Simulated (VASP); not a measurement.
A run of VASP 6.6.1 is set up as follows.

The input INCAR:

```
SYSTEM = GaAsSe2
PREC = Accurate
ENCUT = 520
EDIFF = 1E-7
ISMEAR = 0
SIGMA = 0.1
LREAL = .False.
LASPH = .True.
NELM = 80
ALGO = Normal
ISIF = 2
LWAVE = .False.
LCHARG = .False.
GGA = PE
NBANDS = 23
```

The input KPOINTS:

```
regular mesh
0
Gamma
  6 6 2
  0 0 0
```

Contents of POSCAR:

```
GaAsSe2
1.0
    4.1052904158     -0.0000000029      0.0000000000
   -2.0526452054      3.5552857914      0.0000000000
    0.0000000000      0.0000000000      9.6382837190
Ga As Se
1 1 2
Direct
    0.0000000000      0.0000000000      0.0000000000
    0.0000000000      0.0000000000      0.5000000000
    0.0000000000      0.0000000000      0.2560945726
    0.0000000000      0.0000000000      0.7439054274
```

Potentials or basis: VASP PAW PBE potentials, release 64 (Ga_d, As, Se).

The run is started by

```console
$ cat potpaw_PBE.64/Ga_d/POTCAR potpaw_PBE.64/As/POTCAR potpaw_PBE.64/Se/POTCAR > POTCAR
$ mpirun -np 1 vasp_std > vasp.out
```

Q: Estimate the pressure.

A: 0.1 GPa.

Q: What does it give for the band gap on the k mesh?

A: Zero (bands 15 and 16 overlap by 1.92 eV).

Q: Estimate the largest force.

A: 0.018 eV/Å.

Forces in eV/Å, atoms in the order of the input:
```
Ga   0.000  0.000  0.000
As   0.000  0.000  0.000
Se   0.000  0.000  0.018
Se   0.000  0.000 -0.018
```
